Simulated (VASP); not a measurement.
Input of a VASP 6.6.1 run:

The input INCAR:

```
ALGO = Normal
EDIFF = 1E-6
ENCUT = 400
GGA = PE
GGA_COMPAT = F
ISIF = 2
ISMEAR = -1
ISYM = -1
LASPH = T
LCHARG = T
LELF = T
LREAL = Auto
LVHAR = T
LWAVE = F
NBANDS = 119
NELM = 120
PREC = Accurate
SIGMA = 0.112
```

KPOINTS

```
explicit points
1
Reciprocal
  0.25000000   0.25000000   0.25000000 1
```

The input POSCAR:

```
Co14NiW5
1.0
    6.4067140000     -0.0639040000     -0.2633820000
   -0.0639040000      6.1558140000      0.0545630000
   -0.2633820000      0.0545630000      6.6380590000
Co W Ni
14 5 1
Direct
    0.7987406377      0.9262766068      0.4894565529
    0.4753239746      0.2433653983      0.6028989849
    0.2271714094      0.5115803184      0.8452408307
    0.2954829144      0.3985603374      0.2050516926
    0.4347136221      0.5945252262      0.5040637125
    0.5441661580      0.0903028218      0.1873067682
    0.2672635042      0.8195283704      0.1383719955
    0.8676529859      0.1934530998      0.7808624174
    0.9548102459      0.5308734675      0.1080378742
    0.6119377479      0.3640621718      0.9590978423
    0.2884123224      0.9542720439      0.4833035785
    0.6634145417      0.6876845129      0.2330130417
    0.7770945682      0.5660233770      0.7223177420
    0.2780031354      0.1298385157      0.9237168038
    0.0438487464      0.6240143228      0.4329125241
    0.0831364336      0.8544274967      0.7656104763
    0.6066711845      0.9086359202      0.8246246935
    0.9215357357      0.0029133309      0.1300496071
    0.6941531435      0.3556187298      0.3801368470
    0.0752308633      0.2366308555      0.5104561689
```

Potentials or basis: VASP PAW PBE potentials, release 64 (Co, W_sv, Ni).

Command:

```sh
$ cat potpaw_PBE.64/Co/POTCAR potpaw_PBE.64/W_sv/POTCAR potpaw_PBE.64/Ni/POTCAR > POTCAR
$ mpirun -np 1 vasp_std > vasp.out
```

Task: What does it give for the largest force?

Result: 2.780 eV/Å.

Task: Estimate the pressure.

Result: -7.1 GPa.

Stress tensor (GPa, compression positive):
```
-11.71   0.45  -1.34
  0.45  -1.41   2.04
 -1.34   2.04  -8.16
```

Caveat: the atoms stand as in a frame of molecular dynamics; spin-orbit coupling is left out, which moves the levels of the heavy elements; the run has no spin polarisation, though such a crystal can be magnetic. Spin polarisation is off, so any magnetic state and its effect on volume and gap are missing.
